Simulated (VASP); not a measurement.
# HfO2 (P-3m1) in VASP: a series of runs, part 2 of 2

VASP 6.6.1. The steps go on from the part before.

## Step 3: Relaxation of cell and atoms, PBEsol

This run uses another cell than the first one, of 12.85 Å³/atom.

INCAR reads:

```
PREC = Accurate
ENCUT = 600
EDIFF = 1E-6
ISMEAR = -1
SIGMA = 0.02
LREAL = F
LASPH = T
NELM = 60
ALGO = Normal
ISIF = 3
LWAVE = F
LCHARG = F
GGA = PS
IBRION = 2
NSW = 60
EDIFFG = -0.03
```

KPOINTS reads:

```
Automatic mesh
0
Gamma
  8 8 4
```

POSCAR reads:

```
HfO2
1.0
    3.0300000000      0.0000000000      0.0000000000
   -1.5150000000      2.6240569735      0.0000000000
    0.0000000000      0.0000000000      4.8480000000
Hf O
1 2
Direct
    0.0000000000      0.0000000000      0.0000000000
    0.3333333333      0.6666666667      0.2500000000
    0.6666666667      0.3333333333      0.7500000000
```

Potentials or basis: VASP PAW PBE potentials, release 64 (Hf_pv, O).

The run is started by

```console
$ cat potpaw_PBE.64/Hf_pv/POTCAR potpaw_PBE.64/O/POTCAR > POTCAR
$ mpirun -np 1 vasp_std > vasp.out
```

OUTCAR:

```text
PREC = Accurate
   ENCUT = 600
   EDIFF = 1E-6
   ISMEAR = -1
   LREAL = F
   LASPH = T
   NELM = 60
   ISIF = 3
   GGA = PS
   IBRION = 2
   NSW = 60
   EDIFFG = -0.03

 ion  position               nearest neighbor table
   1  0.000  0.000  0.000-   2 2.13   3 2.13   3 2.13   2 2.13   3 2.13   2 2.13
   2  0.333  0.667  0.250-   1 2.13   1 2.13   1 2.13
   3  0.667  0.333  0.750-   1 2.13   1 2.13   1 2.13

  LATTYP: Found a hexagonal cell.
 ALAT       =     3.0300000000
 C/A-ratio  =     1.6000000000

  Lattice vectors:

 A1 = (   3.0300000000,   0.0000000000,   0.0000000000)
 A2 = (  -1.5150000000,   2.6240569735,   0.0000000000)
 A3 = (   0.0000000000,   0.0000000000,   4.8480000000)

Analysis of symmetry for initial positions (statically):
=====================================================================
 Subroutine PRICEL returns:
 Original cell was already a primitive cell.

 Routine SETGRP: Setting up the symmetry group for a
 hexagonal supercell.

 Subroutine GETGRP returns: Found 12 space group operations
 (whereof 12 operations were pure point group operations)
 out of a pool of 24 trial point group operations.

The static configuration has the point symmetry D_3d.

Analysis of symmetry for dynamics (positions and initial velocities):
=====================================================================
 Subroutine PRICEL returns:
 Original cell was already a primitive cell.

 Routine SETGRP: Setting up the symmetry group for a
 hexagonal supercell.

 Subroutine GETGRP returns: Found 12 space group operations
 (whereof 12 operations were pure point group operations)
 out of a pool of 24 trial point group operations.

The dynamic configuration has the point symmetry D_3d.

 Subroutine INISYM returns: Found 12 space group operations
 (whereof 12 operations are pure point group operations),
 and found     1 'primitive' translations

----------------------------------------------------------------------------------------

                                     Primitive cell

  volume of cell :      38.5459

  direct lattice vectors                    reciprocal lattice vectors
     3.030000000  0.000000000  0.000000000     0.330033003  0.190544643  0.000000000
    -1.515000000  2.624056974  0.000000000     0.000000000  0.381089287  0.000000000
     0.000000000  0.000000000  4.848000000     0.000000000  0.000000000  0.206270627

  length of vectors
     3.030000000  3.030000000  4.848000000     0.381089287  0.381089287  0.206270627

  position of ions in fractional coordinates (direct lattice)
     0.000000000  0.000000000  0.000000000
     0.333333333  0.666666667  0.250000000
     0.666666667  0.333333333  0.750000000

  ion indices of the primitive-cell ions
   primitive index   ion index
                 1           1
                 2           2
                 3           3

----------------------------------------------------------------------------------------

 KPOINTS: Automatic mesh

Automatic generation of k-mesh.
 Grid dimensions read from file:
 generate k-points for:    8    8    4

 Generating k-lattice:

  Cartesian coordinates                     Fractional coordinates (reciprocal lattice)
     0.041254125  0.023818080  0.000000000     0.125000000  0.000000000  0.000000000
     0.000000000  0.047636161  0.000000000     0.000000000  0.125000000  0.000000000
[... 63 lines left out ...]
   NFREE  =      1    steps in history (QN), initial steepest desc. (CG)
   ISIF   =      3    stress and relaxation
   ISYM   =      2    0-nonsym 1-usesym 2-fastsym
   POTIM  = 0.5000    time-step for ionic-motion
   TEBEG  =    0.0;   TEEND  =   0.0 temperature during run
   PSTRESS=    0.0 pullay stress
   NELECT =      22.0000    total number of electrons
   NUPDOWN=      -1.0000    fix difference up-down
   EMIN   =  10.00;   EMAX   =-10.00  energy-range for DOS
   EFERMI =   0.00;   METHOD = LEGACY
   ISMEAR =    -1;   SIGMA  =   0.02  broadening in eV -4-tet -1-fermi 0-gaus
   EFERMI_NEDOS =   21; number of points for ismear=-14 and -15
   IALGO  =     38    algorithm
   IMIX   =      4    mixing-type and parameters
     AMIX     =   0.40;   BMIX     =  1.00
     AMIX_MAG =   1.60;   BMIX_MAG =  1.00
  volume/ion in A,a.u.               =      12.85        86.71
  Fermi-wavevector in a.u.,A,eV,Ry     =   1.357968  2.566188 25.090195  1.844077
  Thomas-Fermi vector in A             =   2.484841
   LORBIT       =      0    0 simple, 1 ext, 2 COOP (PROOUT), +10 PAW based schemes
   GGA     = PS    functional components
   LHFCALC =     F    Hartree Fock is set to
   AEXX    =    0.0000 exact exchange contribution
   IVDW    =     0    specifies the selected vdW correction
   LEPSILON=     F    determine dielectric tensor
   LRPA    =     F    only Hartree local field effects (RPA)
 conjugate gradient relaxation of ions
 non-spin polarized calculation
  energy-cutoff  :      600.00
  volume of cell :       38.55
 maximum number of plane-waves:      1300
   NGX = 13   NGY = 13   NGZ = 19

--------------------------------------- Ionic step        1  -------------------------------------------

 number of electron      22.0000002 magnetization

 Free energy of the ion-electron system (eV)
  ---------------------------------------------------
  ext. energy  EPLUGINS =         0.00000000
  ---------------------------------------------------
  free energy    TOTEN  =       -30.04721872 eV

  energy without entropy =      -30.04721872  energy(sigma->0) =      -30.04721872

------------------------ aborting loop because EDIFF is reached ----------------------------------------

  FORCE on cell =-STRESS in cart. coord.  units (eV):
  Direction    XX          YY          ZZ          XY          YZ          ZX
  --------------------------------------------------------------------------------------
  -------------------------------------------------------------------------------------
  Total        3.0596596      3.0596596     -7.1560901      0.0000000     -0.0000000      0.0000000
  in kB      127.1760104    127.1760104   -297.4458282      0.0000000     -0.0000000      0.0000000
  external PRESSURE =     -14.3646025 kB  Pullay stress =       0.0000000 kB
[... 92 lines left out ...]
  FREE ENERGIE OF THE ION-ELECTRON SYSTEM (eV)
  ---------------------------------------------------
  free  energy   TOTEN  =       -30.9381677476 eV

  energy  without entropy=      -30.9381677476  energy(sigma->0) =      -30.93816775

 E-fermi :   1.4083     XC(G=0): -10.4887

 val. band max:        0.9376272543   @ k =   0.1250   0.1250   0.0000
 cond. band min:       5.4109881200   @ k =   0.3750   0.2500   0.0000
 fundamental gap:      4.4733608657
 Fermi energy:         1.4083262997

 k-point     1 :       0.0000    0.0000    0.0000
  band No.  band energies     occupation
      1     -28.0676      2.00000
      2     -27.5718      2.00000
      3     -27.5718      2.00000
      4     -16.4163      2.00000
      5     -14.1846      2.00000
      6      -3.0058      2.00000
      7      -3.0058      2.00000
      8      -2.9590      2.00000
      9       0.6232      2.00000
     10       0.6232      2.00000
     11       0.8147      2.00000
     12       6.0602      0.00000
     13       6.0755      0.00000
     14       6.0755      0.00000
[... 403 lines left out ...]
      4     -15.0708      2.00000
      5     -14.7496      2.00000
      6      -2.6973      2.00000
      7      -2.2381      2.00000
      8      -1.6733      2.00000
      9      -0.5922      2.00000
     10      -0.3408      2.00000
     11       0.5573      2.00000
     12       6.0573      0.00000
     13       7.0206      0.00000
     14       7.5613      0.00000
     15      10.5242      0.00000

 [... further k-points ...]

[... ionic steps 4 to 29 ...]

--------------------------------------- Ionic step       30  -------------------------------------------

 number of electron      22.0000004 magnetization

------------------------ aborting loop because EDIFF is reached ----------------------------------------
[... 69 lines left out ...]
--------------------------------------- Ionic step       32  -------------------------------------------

 number of electron      22.0000004 magnetization

 Free energy of the ion-electron system (eV)
  ---------------------------------------------------
  ext. energy  EPLUGINS =         0.00000000
  ---------------------------------------------------
  free energy    TOTEN  =       -31.01199879 eV

  energy without entropy =      -31.01199879  energy(sigma->0) =      -31.01199879

 E-fermi :   0.8232     XC(G=0): -10.0575

 val. band max:        0.3525409456   @ k =   0.1250   0.1250   0.0000
 cond. band min:       5.0607481359   @ k =   0.5000  -0.0000   0.0000
 fundamental gap:      4.7082071903
 Fermi energy:         0.8232214063

 k-point     1 :       0.0000    0.0000    0.0000
  band No.  band energies     occupation
      1     -28.5818      2.00000
      2     -28.0813      2.00000
      3     -28.0813      2.00000
      4     -16.8876      2.00000
      5     -14.7714      2.00000
      6      -3.4376      2.00000
      7      -3.4376      2.00000
      8      -3.3867      2.00000
      9       0.0649      2.00000
     10       0.0649      2.00000
     11       0.0883      2.00000
     12       5.5274      0.00000
     13       5.5274      0.00000
     14       5.6667      0.00000
[... 445 lines left out ...]
  FREE ENERGIE OF THE ION-ELECTRON SYSTEM (eV)
  ---------------------------------------------------
  free  energy   TOTEN  =       -31.0119987850 eV

  energy  without entropy=      -31.0119987850  energy(sigma->0) =      -31.01199879

 reached required accuracy - stopping structural energy minimisation
```

It took 9.3 min on 1 thread of Intel Xeon 8259CL, shared host; peak memory 0.19 GiB.

Results:

| Item | Value |
| --- | --- |
| Free energy | -31.0120 eV |
| Relaxed volume | 14.49 Å³/atom |
| Relaxed cell | a = 3.206 Å, b = 3.206 Å, c = 4.884 Å, α = 90.00°, β = 90.00°, γ = 120.00° |
| Space group after relaxing (to 0.1 Å) | P-3m1 (No. 164) |
| Energy gained by relaxing | 321.6 meV/atom |
| Ionic steps | 32 |
| Pressure after relaxing | 0.2 GPa |
| Largest force after relaxing | 0.027 eV/Å |
| Band gap on the k mesh | 4.71 eV (least direct gap 5.03 eV) |

Forces on the atoms (eV/Å):
```
Hf   0.000  0.000  0.000
O    0.000  0.000 -0.027
O    0.000  0.000  0.027
```

Stress tensor (GPa, compression positive):
```
0.24 0.00 0.00
0.00 0.24 0.00
0.00 0.00 0.09
```

Step by step:
| step | energy change (eV) | largest force (eV/Å) | pressure (GPa) | volume (Å³) |
| --- | --- | --- | --- | --- |
| 1 | 0.0000 | 3.2190 | -1.44 | 38.55 |
| 2 | -0.8788 | 0.5589 | 9.55 | 37.55 |
| 3 | -0.8909 | 0.1676 | 8.23 | 37.68 |
| 4 | -0.8235 | 0.9018 | -11.44 | 41.17 |
| 5 | -0.9237 | 0.2636 | 0.14 | 38.92 |
| 6 | -0.9237 | 0.2550 | 0.31 | 38.89 |
| 7 | -0.9308 | 0.1722 | 0.38 | 39.19 |
| 8 | -0.9434 | 0.0830 | 0.75 | 40.09 |
| 9 | -0.9330 | 0.5930 | 1.94 | 41.91 |
| 10 | -0.9444 | 0.2707 | 1.24 | 40.67 |
| 11 | -0.9484 | 0.2026 | 0.49 | 41.02 |
| 12 | -0.9544 | 0.0006 | -1.62 | 42.09 |
| 13 | -0.9605 | 0.0144 | -0.42 | 42.23 |
| 14 | -0.9625 | 0.0351 | 0.99 | 42.39 |
| 15 | -0.9626 | 0.0329 | 0.79 | 42.37 |
| 16 | -0.9632 | 0.0475 | 0.28 | 42.64 |
| 17 | -0.9633 | 0.0671 | 0.18 | 42.70 |
| 18 | -0.9632 | 0.1046 | -0.10 | 42.83 |
| 19 | -0.9633 | 0.0743 | 0.10 | 42.73 |
| 20 | -0.9633 | 0.0712 | 0.11 | 42.72 |
| 21 | -0.9633 | 0.0690 | 0.13 | 42.71 |
| 22 | -0.9635 | 0.0664 | 0.01 | 42.80 |
| 23 | -0.9639 | 0.0590 | -0.51 | 43.08 |
| 24 | -0.9641 | 0.0383 | -0.34 | 43.10 |
| 25 | -0.9643 | 0.0197 | 0.06 | 43.15 |
| 26 | -0.9643 | 0.0199 | 0.08 | 43.17 |
| 27 | -0.9644 | 0.0164 | 0.18 | 43.20 |
| 28 | -0.9646 | 0.0123 | 0.33 | 43.28 |
| 29 | -0.9645 | 0.0029 | 0.66 | 43.42 |
| 30 | -0.9646 | 0.0098 | 0.43 | 43.33 |
| 31 | -0.9647 | 0.0004 | 0.38 | 43.36 |
| 32 | -0.9648 | 0.0266 | 0.19 | 43.47 |

Final structure:
```
Hf O
1.0
     3.20582    0.00000    0.00000
    -1.60291    2.77632    0.00000
     0.00000    0.00000    4.88393
Hf O
1 2
Direct
  0.00000 0.00000 0.00000
  0.33333 0.66667 0.19681
  0.66667 0.33333 0.80319
```

Caveat: the PAW data sets were made with another functional, which shifts forces and pressure a little; spin-orbit coupling is left out, which moves the levels of the heavy elements.
